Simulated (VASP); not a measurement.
Input of a VASP 6.6.1 run:

The input INCAR:

```
SYSTEM = AlCl2
PREC = Accurate
ENCUT = 520
EDIFF = 1E-6
ISMEAR = 1
SIGMA = 0.1
LREAL = .False.
LASPH = .True.
NELM = 80
ALGO = Normal
ISIF = 2
LWAVE = .False.
LCHARG = .False.
GGA = CA
NBANDS = 16
```

Contents of KPOINTS:

```
regular mesh
0
Gamma
  11 11 11
  0 0 0
```

POSCAR

```
AlCl2
1.0
   -2.2765565700      2.2765565700      3.5654746100
    2.2765565700     -2.2765565700      3.5654746100
    2.2765565700      2.2765565700     -3.5654746100
Al Cl
1 2
Direct
    0.5000000000      0.5000000000      0.0000000000
    0.7395361100      0.7395361100      0.0000000000
    0.2604638900      0.2604638900      0.0000000000
```

Potentials or basis: VASP PAW LDA potentials, release 64 (Al, Cl).

Command:

```bash
$ cat potpaw_LDA.64/Al/POTCAR potpaw_LDA.64/Cl/POTCAR > POTCAR
$ mpirun -np 1 vasp_std > vasp.out
```

**Question.** Estimate the band gap on the k mesh.

**Answer.** Zero (an odd number of electrons rules out a gap without spin polarisation).

**Question.** What does it give for the largest force?

**Answer.** 14.608 eV/Å.

**Question.** Estimate the pressure.

**Answer.** 36.7 GPa.

Stress tensor (GPa, compression positive):
```
  1.66   0.00   0.00
  0.00   1.66   0.00
  0.00   0.00 106.80
```

Caveat: the cell stands under pressure; an odd number of electrons without spin polarisation forces a metal; a magnetic or distorted state may lie lower.
